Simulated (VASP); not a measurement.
Wanted: the native input for a VASP 6.6.1 run.

```
Task                   : relaxation of cell and atoms
Functional             : PBE
Potentials or basis    : VASP PAW PBE potentials, release 64 (La, Ta_pv, Tl_d)
Cutoff                 : 600 eV
k mesh                 : 3 × 3 × 3
Occupations            : gaussian, width 0.1 eV
Spin                   : no spin polarisation
Dipole correction      : no
Further INCAR settings : ALGO = Normal; EDIFF = 1e-06; IBRION = 2; EDIFFG = -0.04; NSW = 90; ISIF = 3
```

The structure of LaTaTl3 lies in POSCAR:

```
LaTaTl3
1.0
    3.4721586500      2.0046517300      3.8586966900
   -3.4721586500      2.0046517300      3.8586966900
    0.0000000000     -4.0093034600      3.8586966900
La Ta Tl
1 1 3
Direct
    0.0000000000      0.0000000000      0.0000000000
    0.5000000000      0.5000000000      0.5000000000
    0.0000000000      0.0000000000      0.5000000000
    0.5000000000      0.0000000000      0.0000000000
    0.0000000000      0.5000000000      0.0000000000
```

The cell was generated, and may not be a known phase.

The input as run:

INCAR

```
SYSTEM = LaTaTl3
  PREC = Accurate
  ENCUT = 600
  EDIFF = 1E-6
  ISMEAR = 0
  SIGMA = 0.1
  LREAL = .FALSE.
  LASPH = .TRUE.
  NELM = 100
  ALGO = Normal
  ISIF = 3
  LWAVE = .FALSE.
  LCHARG = .FALSE.
  GGA = PE
  IBRION = 2
  NSW = 90
  EDIFFG = -0.04
```

KPOINTS

```
regular mesh
0
G
  3 3 3
  0 0 0
```

Potentials or basis: VASP PAW PBE potentials, release 64 (La, Ta_pv, Tl_d).

Launch:

```bash
$ cat potpaw_PBE.64/La/POTCAR potpaw_PBE.64/Ta_pv/POTCAR potpaw_PBE.64/Tl_d/POTCAR > POTCAR
$ mpirun -np 1 vasp_std > vasp.out
```

Results of the run:

The relaxed volume is 35.78 Å³/atom. The relaxed cell is a = 6.659 Å, b = 6.659 Å, c = 6.659 Å, α = 53.88°, β = 53.88°, γ = 53.88°. The space group after relaxing (to 0.1 Å) is R-3m (No. 166), the energy gained by relaxing is 899.3 meV/atom and the ionic steps are 12. The pressure after relaxing is 0.0 GPa. The band gap on the k mesh is zero (an odd number of electrons rules out a gap without spin polarisation).

Caveat: the k points lie up to 0.42 Å⁻¹ apart in the final cell, too coarse for converged energies and pressures of a metal; a cell axis changed by over 15 % at a fixed basis, so the end point is rough; spin-orbit coupling is left out, which moves the levels of the heavy elements.

Run time: 9.2 min on 1 thread of Intel(R) Xeon(R) 6975P-C (Granite Rapids), with other jobs on the host, peak memory 0.39 GiB.
